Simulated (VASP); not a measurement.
# WC in VASP: single point with PBE

Aim: the single point of WC with PBE.

All numbers are computed with VASP 6.6.1; they aren't measurements. Logs are shortened: lines on timing, memory, paths and dates and some standing lists are left out, and cuts for length are marked.

## 1. The cell of the first run

The cell holds a sheet with vacuum, 2 atoms: a = 3.868 Å, b = 3.868 Å, c = 14.000 Å, α = 90.00°, β = 90.00°, γ = 90.00°.

## 2. Single point, PBE

INCAR

```
ALGO = Normal ; DIPOL = 0.5 0.5 0.500
EDIFF = 1E-7 ; ENCUT = 520
GGA = PE ; IDIPOL = 3
ISIF = 2 ; ISMEAR = 0
LASPH = True ; LCHARG = True
LDIPOL = True ; LELF = True
LREAL = False ; LVACPOTAV = True
LVHAR = True ; LWAVE = False
NBANDS = 16 ; NELM = 100
PREC = Accurate ; SIGMA = 0.1
```

KPOINTS

```
k-points
0
Gamma
  4 4 1
```

POSCAR

```
WC
1.0
    3.8677150000      0.0000000000      0.0000000000
    0.0000000000      3.8677150000      0.0000000000
    0.0000000000      0.0000000000     14.0000000000
W C
1 1
Direct
    0.0000000000      0.0000000000      0.5000000000
    0.5000000000      0.5000000000      0.5000000000
```

Potentials or basis: VASP PAW PBE potentials, release 64 (W_sv, C).

On the command line:

```bash
> cat potpaw_PBE.64/W_sv/POTCAR potpaw_PBE.64/C/POTCAR > POTCAR
> mpirun -np 1 vasp_std > vasp.out
```

OUTCAR:

```text
EDIFF = 1E-7
   ENCUT = 520
   GGA = PE
   ISIF = 2
   ISMEAR = 0
   LASPH = True
   LREAL = False
   NELM = 100
   PREC = Accurate

 ion  position               nearest neighbor table
   1  0.000  0.000  0.500-   2 2.73   2 2.73   2 2.73   2 2.73
   2  0.500  0.500  0.500-   1 2.73   1 2.73   1 2.73   1 2.73

  LATTYP: Found a simple tetragonal cell.
 ALAT       =     3.8677150000
 C/A-ratio  =     3.6197082774

  Lattice vectors:

 A1 = (   3.8677150000,   0.0000000000,   0.0000000000)
 A2 = (   0.0000000000,   3.8677150000,   0.0000000000)
 A3 = (   0.0000000000,   0.0000000000,  14.0000000000)

Analysis of symmetry for initial positions (statically):
=====================================================================
 Subroutine PRICEL returns:
 Original cell was already a primitive cell.

 Routine SETGRP: Setting up the symmetry group for a
 simple tetragonal supercell.

 Subroutine GETGRP returns: Found 16 space group operations
 (whereof 16 operations were pure point group operations)
 out of a pool of 16 trial point group operations.

The static configuration has the point symmetry D_4h.

Analysis of symmetry for dynamics (positions and initial velocities):
=====================================================================
 Subroutine PRICEL returns:
 Original cell was already a primitive cell.

 Routine SETGRP: Setting up the symmetry group for a
 simple tetragonal supercell.

 Subroutine GETGRP returns: Found 16 space group operations
 (whereof 16 operations were pure point group operations)
 out of a pool of 16 trial point group operations.

The dynamic configuration has the point symmetry D_4h.

 Subroutine INISYM returns: Found 16 space group operations
 (whereof 16 operations are pure point group operations),
 and found     1 'primitive' translations

----------------------------------------------------------------------------------------

                                     Primitive cell

  volume of cell :     209.4291

  direct lattice vectors                    reciprocal lattice vectors
     3.867715000  0.000000000  0.000000000     0.258550591  0.000000000  0.000000000
     0.000000000  3.867715000  0.000000000     0.000000000  0.258550591  0.000000000
     0.000000000  0.000000000 14.000000000     0.000000000  0.000000000  0.071428571

  length of vectors
     3.867715000  3.867715000 14.000000000     0.258550591  0.258550591  0.071428571

[... 65 lines left out ...]
   IBRION =     -1    ionic relax: 0-MD 1-quasi-New 2-CG
   NFREE  =      0    steps in history (QN), initial steepest desc. (CG)
   ISIF   =      2    stress and relaxation
   ISYM   =      2    0-nonsym 1-usesym 2-fastsym
   POTIM  = 0.5000    time-step for ionic-motion
   TEBEG  =    0.0;   TEEND  =   0.0 temperature during run
   PSTRESS=    0.0 pullay stress
   NELECT =      18.0000    total number of electrons
   NUPDOWN=      -1.0000    fix difference up-down
   EMIN   =  10.00;   EMAX   =-10.00  energy-range for DOS
   EFERMI =   0.00;   METHOD = LEGACY
   ISMEAR =     0;   SIGMA  =   0.10  broadening in eV -4-tet -1-fermi 0-gaus
   EFERMI_NEDOS =   21; number of points for ismear=-14 and -15
   IALGO  =     38    algorithm
   IMIX   =      4    mixing-type and parameters
     AMIX     =   0.40;   BMIX     =  1.00
     AMIX_MAG =   1.60;   BMIX_MAG =  1.00
  volume/ion in A,a.u.               =     104.71       706.65
  Fermi-wavevector in a.u.,A,eV,Ry     =   0.722470  1.365271  7.101743  0.521963
  Thomas-Fermi vector in A             =   1.812441
   LORBIT       =      0    0 simple, 1 ext, 2 COOP (PROOUT), +10 PAW based schemes
   GGA     = PE    functional components
   LHFCALC =     F    Hartree Fock is set to
   AEXX    =    0.0000 exact exchange contribution
   IVDW    =     0    specifies the selected vdW correction
   LEPSILON=     F    determine dielectric tensor
   LRPA    =     F    only Hartree local field effects (RPA)
 non-spin polarized calculation
 Gauss-broadening in eV      SIGMA  =   0.10
  energy-cutoff  :      520.00
  volume of cell :      209.43
 maximum number of plane-waves:      5650
 NGX is ok and might be reduce to    30
   NGX = 15   NGY = 15   NGZ = 53

 dipolmoment           0.000000      0.000000     -0.000000 electrons x Angstroem

 number of electron      18.0000003 magnetization

 dipolmoment           0.000000      0.000000      0.000000 electrons x Angstroem

 Free energy of the ion-electron system (eV)
  ---------------------------------------------------
  ext. energy  EPLUGINS =         0.00000000
  ---------------------------------------------------
  free energy    TOTEN  =       -12.06289560 eV

  energy without entropy =      -11.98839679  energy(sigma->0) =      -12.02564619

 E-fermi :  -3.5760     XC(G=0):  -3.1001

 val. band max:       -3.5912778169   @ k =   0.5000   0.0000   0.0000
 cond. band min:      -3.5678865104   @ k =   0.2500   0.2500   0.0000
 fundamental gap:      0.0233913066
 Fermi energy:        -3.5760109143

 k-point     1 :       0.0000    0.0000    0.0000
  band No.  band energies     occupation
      1     -78.6688      2.00000
      2     -42.7639      2.00000
      3     -42.7639      2.00000
      4     -42.5572      2.00000
      5     -12.8123      2.00000
      6      -4.7347      2.00000
[... 91 lines left out ...]
      3     -42.7797      2.00000
      4     -42.5547      2.00000
      5     -12.1236      2.00000
      6      -5.0762      2.00000
[... 8 lines left out ...]
     15       2.7221      0.00000
     16       4.3079      0.00000

------------------------ aborting loop because EDIFF is reached ----------------------------------------

  FORCE on cell =-STRESS in cart. coord.  units (eV):
  Direction    XX          YY          ZZ          XY          YZ          ZX
  --------------------------------------------------------------------------------------
  -------------------------------------------------------------------------------------
  Total      -17.0226839    -17.0226839     -0.0128401      0.0000000      0.0000000      0.0000000
  in kB     -130.2271846   -130.2271846     -0.0982295      0.0000000      0.0000000      0.0000000
  external PRESSURE =     -86.8508662 kB  Pullay stress =       0.0000000 kB

 VOLUME and BASIS-vectors are now :
 -----------------------------------------------------------------------------
  energy-cutoff  :      520.00
  volume of cell :      209.43
      direct lattice vectors                 reciprocal lattice vectors
     3.867715000  0.000000000  0.000000000     0.258550591  0.000000000  0.000000000
     0.000000000  3.867715000  0.000000000     0.000000000  0.258550591  0.000000000
     0.000000000  0.000000000 14.000000000     0.000000000  0.000000000  0.071428571

 POSITION                                       TOTAL-FORCE (eV/Angst)
 -----------------------------------------------------------------------------------
      0.00000      0.00000      7.00000         0.000000      0.000000      0.000000
      1.93386      1.93386      7.00000         0.000000      0.000000      0.000000
 -----------------------------------------------------------------------------------
    total drift:                                0.000000      0.000000      0.000000

  FREE ENERGIE OF THE ION-ELECTRON SYSTEM (eV)
  ---------------------------------------------------
  free  energy   TOTEN  =       -12.0628955979 eV

  energy  without entropy=      -11.9883967876  energy(sigma->0) =      -12.02564619

 vacuum level on the upper side and lower side of the slab         1.874         1.874
```

Wall time 66 s (1 thread of Intel Xeon 8259CL, shared host); peak memory 0.29 GiB.

Results:

| Item | Value |
| --- | --- |
| Free energy | -12.0629 eV |
| Band gap on the k mesh | zero (band 9 reaches -3.53 eV, above the bottom of band 10 at -3.59 eV) |

Caveat: the k points lie up to 0.41 Å⁻¹ apart; spin-orbit coupling is left out, which moves the levels of the heavy elements.
